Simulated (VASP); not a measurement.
# Hf (P6_3/mmc) in VASP: further runs

Hf is run at these levels: PBEsol; tasks: single point.

All numbers are computed with VASP 6.6.1; they aren't measurements. Logs are shortened: lines on timing, memory, paths and dates and some standing lists are left out, and cuts for length are marked.

## (1) The cell of the first run

Symmetry: P6_3/mmc, No. 194, hexagonal system. The conventional cell has a = 3.160 Å, b = 3.160 Å, c = 4.996 Å, α = 90.00°, β = 90.00°, γ = 120.00°. Within 4.1 Å of Hf (site symmetry -6m2) lie 12 Hf at 3.09 to 3.16 Å.

## (2) Single point, PBEsol

File INCAR:

```
PREC = Accurate
ENCUT = 500
EDIFF = 1E-6
ISMEAR = 0
SIGMA = 0.1
LREAL = F
LASPH = T
NELM = 120
ALGO = Normal
ISIF = 2
LWAVE = F
LCHARG = F
GGA = PS
NBANDS = 17
GGA_COMPAT = F
```

File KPOINTS:

```
regular mesh
0
Gamma
  12 12 7
```

File POSCAR:

```
Hf
1.0
    3.1602689573      0.0000000000      0.0000000000
   -1.5801344786      2.7368731998      0.0000000000
    0.0000000000      0.0000000000      4.9962244042
Hf
2
Direct
    0.3333333333      0.6666666667      0.2500000000
    0.6666666667      0.3333333333      0.7500000000
```

Potentials or basis: VASP PAW PBE potentials, release 64 (Hf_pv).

On the command line:

```
$ cat potpaw_PBE.64/Hf_pv/POTCAR > POTCAR
$ mpirun -np 1 vasp_std > vasp.out
```

OUTCAR:

```text
PREC = Accurate
   ENCUT = 500
   EDIFF = 1E-6
   ISMEAR = 0
   LREAL = F
   LASPH = T
   NELM = 120
   ISIF = 2
   GGA = PS

 ion  position               nearest neighbor table
   1  0.333  0.667  0.250-   2 3.09   2 3.09   2 3.09   2 3.09   2 3.09   2 3.09
   2  0.667  0.333  0.750-   1 3.09   1 3.09   1 3.09   1 3.09   1 3.09   1 3.09

  LATTYP: Found a hexagonal cell.
 ALAT       =     3.1602689573
 C/A-ratio  =     1.5809491128

  Lattice vectors:

 A1 = (   3.1602689573,   0.0000000000,   0.0000000000)
 A2 = (  -1.5801344786,   2.7368731998,   0.0000000000)
 A3 = (   0.0000000000,   0.0000000000,   4.9962244042)

Analysis of symmetry for initial positions (statically):
=====================================================================
 Subroutine PRICEL returns:
 Original cell was already a primitive cell.

 Routine SETGRP: Setting up the symmetry group for a
 hexagonal supercell.

 Subroutine GETGRP returns: Found 24 space group operations
 (whereof 12 operations were pure point group operations)
 out of a pool of 24 trial point group operations.

The static configuration has the point symmetry D_3d.
 The point group associated with its full space group is D_6h.

Analysis of symmetry for dynamics (positions and initial velocities):
=====================================================================
 Subroutine PRICEL returns:
 Original cell was already a primitive cell.

 Routine SETGRP: Setting up the symmetry group for a
 hexagonal supercell.

 Subroutine GETGRP returns: Found 24 space group operations
 (whereof 12 operations were pure point group operations)
 out of a pool of 24 trial point group operations.

The dynamic configuration has the point symmetry D_3d.
 The point group associated with its full space group is D_6h.

 Subroutine INISYM returns: Found 24 space group operations
 (whereof 12 operations are pure point group operations),
 and found     1 'primitive' translations

----------------------------------------------------------------------------------------

                                     Primitive cell

  volume of cell :      43.2136

  direct lattice vectors                    reciprocal lattice vectors
     3.160268957  0.000000000  0.000000000     0.316428764  0.182690232  0.000000000
    -1.580134479  2.736873200  0.000000000     0.000000000  0.365380464  0.000000000
     0.000000000  0.000000000  4.996224404     0.000000000  0.000000000  0.200151138

  length of vectors
     3.160268957  3.160268957  4.996224404     0.365380464  0.365380464  0.200151138

  position of ions in fractional coordinates (direct lattice)
     0.333333333  0.666666667  0.250000000
     0.666666667  0.333333333  0.750000000

  ion indices of the primitive-cell ions
   primitive index   ion index
                 1           1
                 2           2

----------------------------------------------------------------------------------------

 KPOINTS: regular mesh

Automatic generation of k-mesh.
 Grid dimensions read from file:
 generate k-points for:   12   12    7

 Generating k-lattice:

  Cartesian coordinates                     Fractional coordinates (reciprocal lattice)
     0.026369064  0.015224186  0.000000000     0.083333333 -0.000000000  0.000000000
     0.000000000  0.030448372  0.000000000     0.000000000  0.083333333  0.000000000
     0.000000000  0.000000000  0.028593020     0.000000000  0.000000000  0.142857143

  Length of vectors
     0.030448372  0.030448372  0.028593020

  Shift w.r.t. Gamma in fractional coordinates (k-lattice)
     0.000000000  0.000000000  0.000000000

 Subroutine IBZKPT returns following result:
 ===========================================

 Found     76 irreducible k-points:

 Following reciprocal coordinates:
            Coordinates               Weight
  0.000000  0.000000  0.000000      1.000000
  0.083333  0.000000  0.000000      6.000000
  0.166667  0.000000  0.000000      6.000000
  0.250000  0.000000  0.000000      6.000000
  0.333333  0.000000  0.000000      6.000000
  0.416667 -0.000000  0.000000      6.000000
[... 16 lines left out ...]
  0.250000  0.000000  0.142857     12.000000
  0.333333  0.000000  0.142857     12.000000
 [... further k-points ...]
   k-points           NKPTS =     76   k-points in BZ     NKDIM =     76   number of bands    NBANDS=     17
   number of dos      NEDOS =    301   number of ions     NIONS =      2
   total plane-waves  NPLWV =  20736
   dimension x,y,z NGX =    24 NGY =   24 NGZ =   36
   dimension x,y,z NGXF=    48 NGYF=   48 NGZF=   72
   ions per type =               2
   NGX,Y,Z   is equivalent  to a cutoff of  12.63, 12.63, 11.98 a.u.
   NGXF,Y,Z  is equivalent  to a cutoff of  25.25, 25.25, 23.96 a.u.
 SYSTEM =  unknown system
   PREC   = accura    normal or accurate (medium, high low for compatibility)
   ISTART =      0    job   : 0-new  1-cont  2-samecut
   ICHARG =      2    charge: 1-file 2-atom 10-const
   ISPIN  =      1    spin polarized calculation?
   LNONCOLLINEAR =      F non collinear calculations
   LSORBIT =      F    spin-orbit coupling
   LASPH  =      T    aspherical Exc in radial PAW
   ENCUT  =  500.0 eV  36.75 Ry    6.06 a.u.   5.76  5.76  9.11*2*pi/ulx,y,z
   NELM   =    120;   NELMIN=  2; NELMDL= -5     # of ELM steps
   EDIFF  = 0.1E-05   stopping-criterion for ELM
   LREAL  =      F    real-space projection
   EDIFFG = 0.1E-04   stopping-criterion for IOM
   NSW    =      0    number of steps for IOM
   IBRION =     -1    ionic relax: 0-MD 1-quasi-New 2-CG
   NFREE  =      0    steps in history (QN), initial steepest desc. (CG)
   ISIF   =      2    stress and relaxation
   ISYM   =      2    0-nonsym 1-usesym 2-fastsym
   POTIM  = 0.5000    time-step for ionic-motion
   TEBEG  =    0.0;   TEEND  =   0.0 temperature during run
   PSTRESS=    0.0 pullay stress
   NELECT =      20.0000    total number of electrons
   NUPDOWN=      -1.0000    fix difference up-down
   EMIN   =  10.00;   EMAX   =-10.00  energy-range for DOS
   EFERMI =   0.00;   METHOD = LEGACY
   ISMEAR =     0;   SIGMA  =   0.10  broadening in eV -4-tet -1-fermi 0-gaus
   EFERMI_NEDOS =   21; number of points for ismear=-14 and -15
   IALGO  =     38    algorithm
   IMIX   =      4    mixing-type and parameters
     AMIX     =   0.40;   BMIX     =  1.00
     AMIX_MAG =   1.60;   BMIX_MAG =  1.00
  volume/ion in A,a.u.               =      21.61       145.81
  Fermi-wavevector in a.u.,A,eV,Ry     =   1.266323  2.393004 21.817960  1.603575
  Thomas-Fermi vector in A             =   2.399530
   LORBIT       =      0    0 simple, 1 ext, 2 COOP (PROOUT), +10 PAW based schemes
   GGA     = PS    functional components
   LHFCALC =     F    Hartree Fock is set to
   AEXX    =    0.0000 exact exchange contribution
   IVDW    =     0    specifies the selected vdW correction
   LEPSILON=     F    determine dielectric tensor
   LRPA    =     F    only Hartree local field effects (RPA)
 non-spin polarized calculation
 Gauss-broadening in eV      SIGMA  =   0.10
  energy-cutoff  :      500.00
  volume of cell :       43.21
 maximum number of plane-waves:      1108
 NGX is ok and might be reduce to    24
   NGX = 11   NGY = 11   NGZ = 19

 number of electron      19.9999997 magnetization

 Free energy of the ion-electron system (eV)
  ---------------------------------------------------
  ext. energy  EPLUGINS =         0.00000000
  ---------------------------------------------------
  free energy    TOTEN  =       -21.00893890 eV

  energy without entropy =      -21.00058345  energy(sigma->0) =      -21.00476118

 E-fermi :   5.0079     XC(G=0): -11.5515

 val. band max:        5.0072739878   @ k =   0.0000   0.0000   0.4286
 cond. band min:       5.0200513775   @ k =   0.3333   0.3333   0.2857
 fundamental gap:      0.0127773897
 Fermi energy:         5.0079273819

 k-point     1 :       0.0000    0.0000    0.0000
  band No.  band energies     occupation
      1     -26.0086      2.00000
      2     -25.1723      2.00000
      3     -25.1723      2.00000
      4     -25.0281      2.00000
      5     -25.0281      2.00000
      6     -25.0263      2.00000
[... 9 lines left out ...]
     16       7.6862      0.00000
     17      10.5150      0.00000

 k-point     2 :       0.0833    0.0000    0.0000
  band No.  band energies     occupation
      1     -25.9883      2.00000
      2     -25.2157      2.00000
      3     -25.1869      2.00000
      4     -25.0740      2.00000
      5     -25.0357      2.00000
      6     -25.0338      2.00000
[... 9 lines left out ...]
     16       7.4790      0.00000
     17      10.6859      0.00000

 k-point     3 :       0.1667    0.0000    0.0000
  band No.  band energies     occupation
      1     -25.9302      2.00000
      2     -25.3344      2.00000
      3     -25.2253      2.00000
      4     -25.1959      2.00000
      5     -25.0639      2.00000
      6     -25.0505      2.00000
[... 9 lines left out ...]
     16       7.8027      0.00000
     17      11.0389      0.00000

 k-point     4 :       0.2500    0.0000    0.0000
  band No.  band energies     occupation
      1     -25.8422      2.00000
      2     -25.4964      2.00000
      3     -25.3547      2.00000
      4     -25.2755      2.00000
      5     -25.1108      2.00000
      6     -25.0752      2.00000
[... 9 lines left out ...]
     16       8.7004      0.00000
     17      11.3643      0.00000

 k-point     5 :       0.3333    0.0000    0.0000
  band No.  band energies     occupation
      1     -25.7380      2.00000
      2     -25.6577      2.00000
      3     -25.5057      2.00000
      4     -25.3238      2.00000
      5     -25.1737      2.00000
      6     -25.1012      2.00000
[... 9 lines left out ...]
     16       9.8089      0.00000
     17      11.5822      0.00000

 k-point     6 :       0.4167   -0.0000    0.0000
  band No.  band energies     occupation
      1     -25.7748      2.00000
      2     -25.6402      2.00000
      3     -25.6122      2.00000
      4     -25.3581      2.00000
      5     -25.2411      2.00000
      6     -25.1208      2.00000
[... 9 lines left out ...]
     16      10.9304      0.00000
     17      11.6956      0.00000

 k-point     7 :       0.5000    0.0000    0.0000
  band No.  band energies     occupation
      1     -25.8174      2.00000
      2     -25.6504      2.00000
      3     -25.5939      2.00000
      4     -25.3705      2.00000
      5     -25.2763      2.00000
      6     -25.1281      2.00000
[... 9 lines left out ...]
     16      11.7295      0.00000
     17      12.2371      0.00000

 k-point     8 :       0.0833    0.0833    0.0000
  band No.  band energies     occupation
      1     -25.9491      2.00000
      2     -25.2880      2.00000
      3     -25.2328      2.00000
      4     -25.1411      2.00000
      5     -25.0545      2.00000
      6     -25.0511      2.00000
[... 9 lines left out ...]
     16       7.6761      0.00000
     17      10.8874      0.00000
[... 203 lines left out ...]
      1     -25.6993      2.00000
      2     -25.5479      2.00000
      3     -25.5479      2.00000
      4     -25.4245      2.00000
      5     -25.4245      2.00000
      6     -25.3832      2.00000
[... 9 lines left out ...]
     16      10.9207      0.00000
     17      10.9217      0.00000

 k-point    20 :       0.0000    0.0000    0.1429
  band No.  band energies     occupation
      1     -25.9634      2.00000
      2     -25.1652      2.00000
      3     -25.1652      2.00000
      4     -25.0789      2.00000
      5     -25.0353      2.00000
      6     -25.0353      2.00000
[... 9 lines left out ...]
     16       8.0042      0.00000
     17      10.5989      0.00000

 k-point    21 :       0.0833    0.0000    0.1429
  band No.  band energies     occupation
      1     -25.9458      2.00000
      2     -25.2074      2.00000
      3     -25.1794      2.00000
      4     -25.1187      2.00000
      5     -25.0487      2.00000
      6     -25.0414      2.00000
[... 9 lines left out ...]
     16       7.8848      0.00000
     17      10.7379      0.00000

 k-point    22 :       0.1667    0.0000    0.1429
  band No.  band energies     occupation
      1     -25.8964      2.00000
      2     -25.3221      2.00000
      3     -25.2350      2.00000
      4     -25.2168      2.00000
      5     -25.0755      2.00000
      6     -25.0593      2.00000
[... 9 lines left out ...]
     16       7.9234      0.00000
     17      11.0158      0.00000

 k-point    23 :       0.2500    0.0000    0.1429
  band No.  band energies     occupation
      1     -25.8287      2.00000
      2     -25.4736      2.00000
      3     -25.3882      2.00000
      4     -25.2658      2.00000
      5     -25.1155      2.00000
      6     -25.0853      2.00000
[... 9 lines left out ...]
     16       8.6199      0.00000
     17      11.2590      0.00000

 k-point    24 :       0.3333    0.0000    0.1429
  band No.  band energies     occupation
      1     -25.7856      2.00000
      2     -25.5954      2.00000
      3     -25.5250      2.00000
      4     -25.3129      2.00000
      5     -25.1684      2.00000
      6     -25.1124      2.00000
[... 9 lines left out ...]
     16       9.6518      0.00000
     17      11.4249      0.00000

 [... further k-points ...]

------------------------ aborting loop because EDIFF is reached ----------------------------------------

  FORCE on cell =-STRESS in cart. coord.  units (eV):
  Direction    XX          YY          ZZ          XY          YZ          ZX
  --------------------------------------------------------------------------------------
  -------------------------------------------------------------------------------------
  Total       -0.0786749     -0.0786749     -0.0843316     -0.0000000     -0.0000000      0.0000000
  in kB       -2.9169312     -2.9169312     -3.1266581     -0.0000000     -0.0000000      0.0000000
  external PRESSURE =      -2.9868402 kB  Pullay stress =       0.0000000 kB

 VOLUME and BASIS-vectors are now :
 -----------------------------------------------------------------------------
  energy-cutoff  :      500.00
  volume of cell :       43.21
      direct lattice vectors                 reciprocal lattice vectors
     3.160268957  0.000000000  0.000000000     0.316428764  0.182690232  0.000000000
    -1.580134479  2.736873200  0.000000000     0.000000000  0.365380464  0.000000000
     0.000000000  0.000000000  4.996224404     0.000000000  0.000000000  0.200151138

 POSITION                                       TOTAL-FORCE (eV/Angst)
 -----------------------------------------------------------------------------------
     -0.00000      1.82458      1.24906         0.000000      0.000000      0.000000
      1.58013      0.91229      3.74717        -0.000000     -0.000000      0.000000
 -----------------------------------------------------------------------------------
    total drift:                               -0.000000      0.000000     -0.000000

  FREE ENERGIE OF THE ION-ELECTRON SYSTEM (eV)
  ---------------------------------------------------
  free  energy   TOTEN  =       -21.0089389015 eV

  energy  without entropy=      -21.0005834544  energy(sigma->0) =      -21.00476118
```

Run time: 22 s. Hardware: 1 thread of Intel Xeon Platinum 8259CL at 2.50GHz (Skylake/Cascade Lake), shared host; peak memory 0.18 GiB.

What came out:

```
Free energy            : -21.0089 eV
Pressure               : -0.3 GPa
Band gap on the k mesh : zero (bands 10 and 11 overlap by 1.45 eV)
```

Caveat: the PAW data sets were made with another functional, which shifts forces and pressure a little; spin-orbit coupling is left out, which moves the levels of the heavy elements.

## (3) Single point, PBEsol

File INCAR:

```
PREC = Accurate
ENCUT = 500
EDIFF = 1E-6
ISMEAR = 0
SIGMA = 0.1
LREAL = False
LASPH = True
NELM = 120
ALGO = Normal
ISIF = 2
LWAVE = False
LCHARG = False
GGA = PS
NBANDS = 17
GGA_COMPAT = False
```

File KPOINTS:

```
regular mesh
0
Gamma
  15 15 8
```

POSCAR is that of step 2.

Potentials or basis: VASP PAW PBE potentials, release 64 (Hf_pv).

On the command line:

```
$ cat potpaw_PBE.64/Hf_pv/POTCAR > POTCAR
$ mpirun -np 1 vasp_std > vasp.out
```

Run time: 45 s. Hardware: 1 thread of Intel Xeon Platinum 8259CL at 2.50GHz (Skylake/Cascade Lake), shared host; peak memory 0.21 GiB.

Results (log left out):

- Free energy: -21.0100 eV
- Pressure: -0.4 GPa
- Band gap on the k mesh: zero (bands 10 and 11 overlap by 1.61 eV)

Stress tensor (GPa, compression positive):
```
-0.34  0.00  0.00
 0.00 -0.34  0.00
 0.00  0.00 -0.47
```

Levels at points of the mesh, in eV from the Fermi level:
| k point | band 6 | band 7 | band 8 | band 9 | band 10 | band 11 | band 12 | band 13 | band 14 | band 15 |
| --- | --- | --- | --- | --- | --- | --- | --- | --- | --- | --- |
| (0.00, 0.00, 0.00) | -30.03 | -7.51 | -3.83 | 0.80 | 1.17 | 1.17 | 1.47 | 2.03 | 2.03 | 2.68 |
| (0.00, 0.00, 0.50) | -30.10 | -5.46 | -5.46 | 0.13 | 0.13 | 1.05 | 1.05 | 1.05 | 1.05 | 4.96 |

Caveat: the PAW data sets were made with another functional, which shifts forces and pressure a little; spin-orbit coupling is left out, which moves the levels of the heavy elements.

The gap in the log of VASP goes by the Fermi energy; the results here count the filled bands.